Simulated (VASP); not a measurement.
HfO2:

```
Hf O
1.0
     5.21838    0.00000    0.00000
     0.00000    5.28741    0.00000
    -0.87550    0.00000    5.31613
Hf O
4 8
Direct
  0.27550 0.46030 0.70800
  0.72450 0.96030 0.79200
  0.72450 0.53970 0.29200
  0.27550 0.03970 0.20800
  0.07420 0.16840 0.84670
  0.92580 0.66840 0.65330
  0.92580 0.83160 0.15330
  0.07420 0.33160 0.34670
  0.44870 0.74190 0.98010
  0.55130 0.24190 0.51990
  0.55130 0.25810 0.01990
  0.44870 0.75810 0.48010
```

Base run:

* Program: VASP 6.6.1
* Functional: PBEsol
* Dispersion: D4
* Potentials or basis: VASP PAW PBE potentials, release 64 (Hf_pv, O)
* Cutoff: 520 eV
* k mesh: 5 × 5 × 5
* Occupations: fermi-dirac, width 0.05 eV
* Spin: no spin polarisation

Its results: band gap on the k mesh 3.86 eV, indirect (least direct gap 3.94 eV); pressure -18.2 GPa; largest force 0.337 eV/Å.

Question: The run is repeated on the same cell with these changes: functional from PBEsol to RPBE. What comes out?

Answer: Band gap on the k mesh 4.04 eV, indirect (least direct gap 4.12 eV); pressure -12.0 GPa; largest force 0.334 eV/Å.

RPBE binds less tightly than PBEsol, so the same cell stands under more pressure.

Caveats: the PAW data sets were made with another functional, which shifts forces and pressure a little; spin-orbit coupling is left out, which moves the levels of the heavy elements.

A k mesh can miss the band edges.
